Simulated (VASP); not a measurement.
Write the native input for VASP 6.6.1 that does the following.

* Task: single point
* Functional: PBE
* Potentials or basis: VASP PAW PBE potentials, release 64 (Ni, Nb_sv, Zr_sv)
* Cutoff: 400 eV
* k mesh: 1 × 1 × 1, shifted
* Occupations: fermi-dirac, width 0.05 eV
* Spin: no spin polarisation
* Dipole correction: no
* Mended: yes
* Further INCAR settings: LREAL = Auto; ALGO = Normal; EDIFF = 1e-06; NBANDS = 128; ISYM = -1

The structure of Zr3Nb6Ni11 lies in POSCAR:

```
Zr3Nb6Ni11
1.0
    6.8173460000     -0.1384310000     -0.2966090000
   -0.1384310000      6.6843640000     -0.0322140000
   -0.2966090000     -0.0322140000      6.7019700000
Ni Nb Zr
11 6 3
Direct
    0.7302092149      0.9296028263      0.2669980395
    0.4196231941      0.5188539543      0.6767192896
    0.5458551017      0.2387424773      0.8854644807
    0.8047246145      0.1439373492      0.5435463544
    0.6057249433      0.5853280146      0.0453963874
    0.8334351012      1.0113602120      0.8988494890
    0.7682740921      0.5970897375      0.3779473288
    0.6683160719      0.7751826671      0.6704367964
    0.4657464483      0.0189236048      0.5417370107
    0.1238966502      0.4676046630      0.3933270782
    0.3825706176      0.7033015059      0.3409894468
    0.8123999273      0.4419811973      0.7422819130
    0.8505843253      0.2947946238      0.1518697458
    0.4523601724      0.8679990465      0.9637395900
   -0.0274268661      0.6973335733      0.0844714089
    0.2358475540      0.4566735994      0.0083800421
    0.4905011138      0.3122415877      0.3401275439
    0.1209110068      0.7588303013      0.6488829780
    0.1669588837      0.0389253511      0.2516275735
    0.1815816082      0.1881739983      0.7108703227
```

These files were run (other wordings do the same):

INCAR

```
SYSTEM = Zr3Nb6Ni11
ALGO = Normal
EDIFF = 1E-6
ENCUT = 400
GGA = PE
GGA_COMPAT = .FALSE.
ISIF = 2
ISMEAR = -1
ISYM = -1
LASPH = .TRUE.
LCHARG = .FALSE.
LREAL = Auto
LWAVE = .FALSE.
NBANDS = 128
NELM = 120
PREC = Accurate
SIGMA = 0.05
```

KPOINTS

```
explicit points
1
Reciprocal
  0.25000000   0.25000000   0.25000000 1
```

Potentials or basis: VASP PAW PBE potentials, release 64 (Ni, Nb_sv, Zr_sv).

Run with:

```sh
$ cat potpaw_PBE.64/Ni/POTCAR potpaw_PBE.64/Nb_sv/POTCAR potpaw_PBE.64/Zr_sv/POTCAR > POTCAR
$ mpirun -np 1 vasp_std > vasp.out
```

Results of the run:

```
Pressure      : -1.4 GPa
Largest force : 1.574 eV/Å
```

Caveat: the atoms stand as in a frame of molecular dynamics.

Wall time 2.1 min on 1 thread of AMD EPYC 9R45 (Zen 5), with other jobs on the host, peak memory 0.3 GiB.
